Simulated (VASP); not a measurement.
# SnAs2 (I-4) in VASP: single point with r2SCAN+U

Aim: the single point of SnAs2 with r2SCAN+U.

Program: VASP 6.6.1. These are calculated values, not measurements. Logs are shortened: lines on timing, memory, paths and dates and some standing lists are left out, and cuts for length are marked.

### 1 The cell of the first run

The structure is tetragonal, space group I-4 (No. 82). The conventional cell has a = 5.401 Å, b = 5.401 Å, c = 9.746 Å, α = 90.00°, β = 90.00°, γ = 90.00°. Within 3.7 Å of Sn (site symmetry -4) lie 4 As at 2.64 Å and 4 Sn at 3.64 Å. Sn (site symmetry -4) has 4 As at 2.71 Å and 4 Sn at 3.64 Å within 3.7 Å. Within 3.6 Å of As (site symmetry 1) lie 2 Sn at 2.64 to 2.71 Å and 6 As at 2.81 to 3.54 Å.

### 2 Single point, r2SCAN+U

POSCAR

```
SnAs2
1.0
    0.0000000000      5.4011750000     -0.0000002771
    5.4011750000      0.0000000000     -0.0000002771
    2.7005872500      2.7005872500     -4.8729532771
Sn As
2 4
Direct
    0.5000000000      0.5000000000      0.0000000000
    0.2500000000      0.7500000000      0.5000000000
    0.4141963874      0.9960441718      0.7309544910
    0.0039558282      0.1451508784      0.2690455090
    0.8548491216      0.2730013371      0.7309544910
    0.7269986629      0.5858036126      0.2690455090
```

INCAR.step1

```
SYSTEM = SnAs2
PREC = Accurate ; ENCUT = 550
ISMEAR = -1 ; SIGMA = 0.1
LREAL = .False. ; LASPH = .True.
NELM = 200 ; LDAU = .True.
LDAUTYPE = 2 ; LDAUL = -1 1
LDAUU = 0 7.2 ; LDAUJ = 0 0
NBANDS = 33 ; GGA = PE
ALGO = Normal ; EDIFF = 1E-5
LWAVE = .True. ; LCHARG = .False.
GGA_COMPAT = .False.
```

INCAR.step2

```
SYSTEM = SnAs2
PREC = Accurate ; ENCUT = 550
EDIFF = 1E-6 ; ISMEAR = -1
SIGMA = 0.1 ; LREAL = .False.
LASPH = .True. ; NELM = 200
ALGO = Normal ; ISIF = 2
LWAVE = .False. ; LCHARG = .False.
LDAU = .True. ; LDAUTYPE = 2
LDAUL = -1 1 ; LDAUU = 0 7.2
LDAUJ = 0 0 ; LDAUPRINT = 1
METAGGA = R2SCAN ; LMIXTAU = .True.
NBANDS = 33 ; ISTART = 1
GGA_COMPAT = .False.
```

KPOINTS

```
Automatic mesh
0
Gamma
  5 5 5
  0 0 0
```

Potentials or basis: VASP PAW PBE potentials, release 64 (Sn_d, As).

Launch:

```
> cat potpaw_PBE.64/Sn_d/POTCAR potpaw_PBE.64/As/POTCAR > POTCAR
> cp INCAR.step1 INCAR
> mpirun -np 1 vasp_std > vasp.out
> cp INCAR.step2 INCAR
> mpirun -np 1 vasp_std > vasp.out
```

OUTCAR:

```text
SYSTEM = SnAs2
   PREC = Accurate
   ENCUT = 550
   EDIFF = 1E-6
   ISMEAR = -1
   LREAL = .False.
   LASPH = .True.
   NELM = 200
   ISIF = 2
   METAGGA = R2SCAN
   ISTART = 1

 ion  position               nearest neighbor table
   1  0.500  0.500  0.000-   4 2.64   3 2.64   5 2.64   6 2.64   2 3.64   2 3.64   2 3.64   2 3.64

   2  0.250  0.750  0.500-   4 2.71   3 2.71   5 2.71   6 2.71   1 3.64   1 3.64   1 3.64   1 3.64

   3  0.414  0.996  0.731-   1 2.64   2 2.71   5 2.81
   4  0.004  0.145  0.269-   1 2.64   2 2.71   6 2.81
   5  0.855  0.273  0.731-   1 2.64   2 2.71   3 2.81
   6  0.727  0.586  0.269-   1 2.64   2 2.71   4 2.81

  LATTYP: Found a body centered tetragonal cell.
 ALAT       =     5.4011750000
 C/A-ratio  =     1.8044047823

  Lattice vectors:

 A1 = (  -2.7005872500,   2.7005877500,   4.8729530000)
 A2 = (   2.7005877500,  -2.7005872500,   4.8729530000)
 A3 = (   2.7005872500,   2.7005872500,  -4.8729532771)

Analysis of symmetry for initial positions (statically):
=====================================================================
 Subroutine PRICEL returns:
 Original cell was already a primitive cell.

 Routine SETGRP: Setting up the symmetry group for a
 body centered tetragonal supercell.

 Subroutine GETGRP returns: Found  4 space group operations
 (whereof  4 operations were pure point group operations)
 out of a pool of 16 trial point group operations.

The static configuration has the point symmetry S_4 .

Analysis of symmetry for dynamics (positions and initial velocities):
=====================================================================
 Subroutine PRICEL returns:
 Original cell was already a primitive cell.

 Routine SETGRP: Setting up the symmetry group for a
 body centered tetragonal supercell.

 Subroutine GETGRP returns: Found  4 space group operations
 (whereof  4 operations were pure point group operations)
 out of a pool of 16 trial point group operations.

The dynamic configuration has the point symmetry S_4 .

 Subroutine INISYM returns: Found  4 space group operations
 (whereof  4 operations are pure point group operations),
 and found     1 'primitive' translations

----------------------------------------------------------------------------------------

                                     Primitive cell

  volume of cell :     142.1572

  direct lattice vectors                    reciprocal lattice vectors
     0.000000000  5.401175000 -0.000000277     0.000000005  0.185144904  0.102607178
     5.401175000  0.000000000 -0.000000277     0.185144904  0.000000005  0.102607178
     2.700587250  2.700587250 -4.872953277    -0.000000011 -0.000000011 -0.205214374

  length of vectors
     5.401175000  5.401175000  6.191285539     0.211676330  0.211676330  0.205214374

  position of ions in fractional coordinates (direct lattice)
     0.500000000  0.500000000  0.000000000
     0.250000000  0.750000000  0.500000000
     0.414196387  0.996044172  0.730954491
     0.003955828  0.145150878  0.269045509
     0.854849122  0.273001337  0.730954491
     0.726998663  0.585803613  0.269045509

  ion indices of the primitive-cell ions
   primitive index   ion index
                 1           1
                 2           2
                 3           3
                 4           4
                 5           5
                 6           6

----------------------------------------------------------------------------------------

 KPOINTS: Automatic mesh

Automatic generation of k-mesh.
 Grid dimensions read from file:
 generate k-points for:    5    5    5

 Generating k-lattice:

  Cartesian coordinates                     Fractional coordinates (reciprocal lattice)
     0.000000001  0.037028981  0.020521436     0.200000000 -0.000000000 -0.000000000
     0.037028981  0.000000001  0.020521436    -0.000000000  0.200000000 -0.000000000
    -0.000000002 -0.000000002 -0.041042875    -0.000000000 -0.000000000  0.200000000

  Length of vectors
     0.042335266  0.042335266  0.041042875

  Shift w.r.t. Gamma in fractional coordinates (k-lattice)
     0.000000000  0.000000000  0.000000000

 Subroutine IBZKPT returns following result:
 ===========================================

 Found     21 irreducible k-points:

 Following reciprocal coordinates:
            Coordinates               Weight
  0.000000  0.000000  0.000000      1.000000
  0.200000 -0.000000  0.000000      8.000000
  0.400000 -0.000000 -0.000000      8.000000
  0.200000  0.200000  0.000000      8.000000
  0.400000  0.200000  0.000000      8.000000
 -0.200000 -0.400000  0.000000      8.000000
[... 13 lines left out ...]
  0.000000  0.000000  0.400000      2.000000
 -0.200000  0.000000  0.400000      4.000000
   k-points           NKPTS =     21   k-points in BZ     NKDIM =     21   number of bands    NBANDS=     33
   number of dos      NEDOS =    301   number of ions     NIONS =      6
   total plane-waves  NPLWV =  84672
   dimension x,y,z NGX =    42 NGY =   42 NGZ =   48
   dimension x,y,z NGXF=    84 NGYF=   84 NGZF=   96
   ions per type =               2   4
   NGX,Y,Z   is equivalent  to a cutoff of  12.93, 12.93, 12.89 a.u.
   NGXF,Y,Z  is equivalent  to a cutoff of  25.85, 25.85, 25.78 a.u.
 SYSTEM =  SnAs2
   PREC   = accura    normal or accurate (medium, high low for compatibility)
   ISTART =      1    job   : 0-new  1-cont  2-samecut
   ICHARG =      0    charge: 1-file 2-atom 10-const
   ISPIN  =      1    spin polarized calculation?
   LNONCOLLINEAR =      F non collinear calculations
   LSORBIT =      F    spin-orbit coupling
   LASPH  =      T    aspherical Exc in radial PAW
   ENCUT  =  550.0 eV  40.42 Ry    6.36 a.u.  10.33 10.33 11.84*2*pi/ulx,y,z
   NELM   =    200;   NELMIN=  2; NELMDL=  0     # of ELM steps
   EDIFF  = 0.1E-05   stopping-criterion for ELM
   LREAL  =      F    real-space projection
   EDIFFG = 0.1E-04   stopping-criterion for IOM
   NSW    =      0    number of steps for IOM
   IBRION =     -1    ionic relax: 0-MD 1-quasi-New 2-CG
   NFREE  =      0    steps in history (QN), initial steepest desc. (CG)
   ISIF   =      2    stress and relaxation
   ISYM   =      2    0-nonsym 1-usesym 2-fastsym
   POTIM  = 0.5000    time-step for ionic-motion
   TEBEG  =    0.0;   TEEND  =   0.0 temperature during run
   PSTRESS=    0.0 pullay stress
   NELECT =      48.0000    total number of electrons
   NUPDOWN=      -1.0000    fix difference up-down
   EMIN   =  10.00;   EMAX   =-10.00  energy-range for DOS
   EFERMI =   0.00;   METHOD = LEGACY
   ISMEAR =    -1;   SIGMA  =   0.10  broadening in eV -4-tet -1-fermi 0-gaus
   EFERMI_NEDOS =   21; number of points for ismear=-14 and -15
   IALGO  =     38    algorithm
   IMIX   =      4    mixing-type and parameters
     AMIX     =   0.40;   BMIX     =  1.00
     AMIX_MAG =   1.60;   BMIX_MAG =  1.00
  volume/ion in A,a.u.               =      23.69       159.89
  Fermi-wavevector in a.u.,A,eV,Ry     =   1.139985  2.154259 17.681655  1.299565
  Thomas-Fermi vector in A             =   2.276687
   LORBIT       =      0    0 simple, 1 ext, 2 COOP (PROOUT), +10 PAW based schemes
 LDA+U is selected, type is set to LDAUTYPE =  2
   angular momentum for each species LDAUL =    -1    1
   U (eV)           for each species LDAUU =   0.0  7.2
   J (eV)           for each species LDAUJ =   0.0  0.0
   METAGGA = R2SCAN    functional components
   LHFCALC =     F    Hartree Fock is set to
   AEXX    =    0.0000 exact exchange contribution
   IVDW    =     0    specifies the selected vdW correction
   LEPSILON=     F    determine dielectric tensor
   LRPA    =     F    only Hartree local field effects (RPA)
 non-spin polarized calculation
  energy-cutoff  :      550.00
  volume of cell :      142.16
 maximum number of plane-waves:      4184
 NGX is ok and might be reduce to    42
   NGX = 21   NGY = 21   NGZ = 23

 number of electron      48.0000002 magnetization

 Free energy of the ion-electron system (eV)
  ---------------------------------------------------
  ext. energy  EPLUGINS =         0.00000000
  ---------------------------------------------------
  free energy    TOTEN  =       -91.77445891 eV

  energy without entropy =      -91.68238824  energy(sigma->0) =      -91.72842358

 E-fermi :   6.3884     XC(G=0): -10.6830

 val. band max:        6.3841684518   @ k =   0.4000   0.4000   0.2000
 cond. band min:       6.4963966636   @ k =  -0.2000  -0.2000   0.2000
 fundamental gap:      0.1122282117
 Fermi energy:         6.3884087841

 k-point     1 :       0.0000    0.0000    0.0000
  band No.  band energies     occupation
      1     -15.8992      2.00000
      2     -15.8864      2.00000
      3     -15.8864      2.00000
      4     -15.8481      2.00000
      5     -15.8444      2.00000
      6     -15.8312      2.00000
[... 25 lines left out ...]
     32      11.0573      0.00000
     33      13.3195      0.00000

 k-point     2 :       0.2000   -0.0000    0.0000
  band No.  band energies     occupation
      1     -15.8999      2.00000
      2     -15.8869      2.00000
      3     -15.8833      2.00000
      4     -15.8527      2.00000
      5     -15.8429      2.00000
      6     -15.8387      2.00000
[... 25 lines left out ...]
     32      11.8727      0.00000
     33      12.2987      0.00000

 k-point     3 :       0.4000   -0.0000   -0.0000
  band No.  band energies     occupation
      1     -15.8991      2.00000
      2     -15.8905      2.00000
      3     -15.8767      2.00000
      4     -15.8570      2.00000
      5     -15.8505      2.00000
      6     -15.8385      2.00000
[... 25 lines left out ...]
     32      11.4026      0.00000
     33      12.0831      0.00000

 k-point     4 :       0.2000    0.2000    0.0000
  band No.  band energies     occupation
      1     -15.8966      2.00000
      2     -15.8913      2.00000
      3     -15.8846      2.00000
      4     -15.8551      2.00000
      5     -15.8422      2.00000
      6     -15.8342      2.00000
[... 25 lines left out ...]
     32      11.9595      0.00000
     33      12.0928      0.00000

 k-point     5 :       0.4000    0.2000    0.0000
  band No.  band energies     occupation
      1     -15.8974      2.00000
      2     -15.8900      2.00000
      3     -15.8790      2.00000
      4     -15.8574      2.00000
      5     -15.8481      2.00000
      6     -15.8370      2.00000
[... 496 lines left out ...]
 k-point    19 :      -0.2000   -0.2000    0.2000
  band No.  band energies     occupation
      1     -15.8986      2.00000
      2     -15.8950      2.00000
      3     -15.8858      2.00000
      4     -15.8616      2.00000
      5     -15.8403      2.00000
      6     -15.8280      2.00000
[... 25 lines left out ...]
     32      11.2047      0.00000
     33      11.9604      0.00000

 k-point    20 :       0.0000    0.0000    0.4000
  band No.  band energies     occupation
      1     -15.9002      2.00000
      2     -15.9002      2.00000
      3     -15.8885      2.00000
      4     -15.8624      2.00000
      5     -15.8409      2.00000
      6     -15.8207      2.00000
[... 25 lines left out ...]
     32       9.2678      0.00000
     33      11.2095      0.00000

 k-point    21 :      -0.2000    0.0000    0.4000
  band No.  band energies     occupation
      1     -15.9023      2.00000
      2     -15.8968      2.00000
      3     -15.8850      2.00000
      4     -15.8642      2.00000
      5     -15.8401      2.00000
      6     -15.8262      2.00000
[... 25 lines left out ...]
     32      10.1722      0.00000
     33      11.8484      0.00000

------------------------ aborting loop because EDIFF is reached ----------------------------------------

  FORCE on cell =-STRESS in cart. coord.  units (eV):
  Direction    XX          YY          ZZ          XY          YZ          ZX
  --------------------------------------------------------------------------------------
  -------------------------------------------------------------------------------------
  Total        6.8595823      6.8595823      4.6171394      0.0000003     -0.0000001     -0.0000001
  in kB       77.3106877     77.3106877     52.0373118      0.0000039     -0.0000013     -0.0000013
  external PRESSURE =      68.8862290 kB  Pullay stress =       0.0000000 kB

 VOLUME and BASIS-vectors are now :
 -----------------------------------------------------------------------------
  energy-cutoff  :      550.00
  volume of cell :      142.16
      direct lattice vectors                 reciprocal lattice vectors
     0.000000000  5.401175000 -0.000000277     0.000000005  0.185144904  0.102607178
     5.401175000  0.000000000 -0.000000277     0.185144904  0.000000005  0.102607178
     2.700587250  2.700587250 -4.872953277    -0.000000011 -0.000000011 -0.205214374

 POSITION                                       TOTAL-FORCE (eV/Angst)
 -----------------------------------------------------------------------------------
      2.70059      2.70059     -0.00000         0.000000      0.000000      0.000000
      5.40117      2.70059     -2.43648         0.000000      0.000000      0.000000
      7.35382      4.21115     -3.56191         0.596688     -0.713679     -0.113460
      1.51057      0.74795     -1.31105        -0.713679     -0.596688      0.113460
      3.44853      6.59120     -3.56191        -0.596688      0.713679     -0.113460
      3.89061      4.65323     -1.31105         0.713679      0.596688      0.113460
 -----------------------------------------------------------------------------------
    total drift:                                0.000006      0.000015      0.000003

  FREE ENERGIE OF THE ION-ELECTRON SYSTEM (eV)
  ---------------------------------------------------
  free  energy   TOTEN  =       -91.7744589092 eV

  energy  without entropy=      -91.6823882415  energy(sigma->0) =      -91.72842358
```

It took 3.6 min on 1 thread of Intel Xeon Platinum 8488C (Sapphire Rapids), shared host; peak memory 0.35 GiB.

What came out:

* Free energy: -91.7745 eV
* Pressure: 6.9 GPa
* Largest force: 0.937 eV/Å
* Band gap on the k mesh: zero (bands 24 and 25 overlap by 0.50 eV)

Forces in eV/Å, atoms in the order of the input:
```
Sn   0.000  0.000  0.000
Sn   0.000  0.000  0.000
As   0.597 -0.714 -0.113
As  -0.714 -0.597  0.113
As  -0.597  0.714 -0.113
As   0.714  0.597  0.113
```

Stress tensor (GPa, compression positive):
```
7.73 0.00 0.00
0.00 7.73 0.00
0.00 0.00 5.20
```

Caveat: the cell stands under pressure; the PAW data sets were made with another functional, which shifts forces and pressure a little; spin-orbit coupling is left out, which moves the levels of the heavy elements; U without spin polarisation on a metal has little footing; the U is typed as a test and isn't derived for this compound.
